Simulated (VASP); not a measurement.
A run of VASP 6.6.1:

INCAR

```
PREC     = Accurate       # precision mode
ENCUT    = 520            # plane-wave cutoff, eV
EDIFF    = 1E-6           # SCF threshold, eV
ISMEAR   = -1             # smearing method
SIGMA    = 0.05           # smearing width, eV
LREAL    = F              # projectors in reciprocal space
LASPH    = T              # aspherical terms in the spheres
NELM     = 80             # most SCF steps
ALGO     = Normal         # electronic algorithm
ISIF     = 2              # what is computed and relaxed
LWAVE    = F              # write WAVECAR
LCHARG   = F              # write CHGCAR
NBANDS   = 21             # bands
```

The input KPOINTS:

```
regular mesh
0
Gamma
  7 7 7
```

Contents of POSCAR:

```
Sn
1.0
    0.0000000000      3.2967577782      3.2967577782
    3.2967577782      0.0000000000      3.2967577782
    3.2967577782      3.2967577782      0.0000000000
Sn
2
Direct
    0.7500000000      0.7500000000      0.7500000000
    0.5000000000      0.5000000000      0.5000000000
```

Potentials or basis: VASP PAW LDA potentials, release 64 (Sn_d).

Launch:

```console
$ cat potpaw_LDA.64/Sn_d/POTCAR > POTCAR
$ mpirun -np 1 vasp_std > vasp.out
```

Hardware: 1 thread of AMD EPYC 7R13, on a shared host.

**Question.** How long does it take, and how much memory?

**Answer.** It took 60 s on 1 thread of AMD EPYC 7R13, with other jobs on the host, peak memory 0.14 GiB. Counts: scf iterations 11, k points 20.
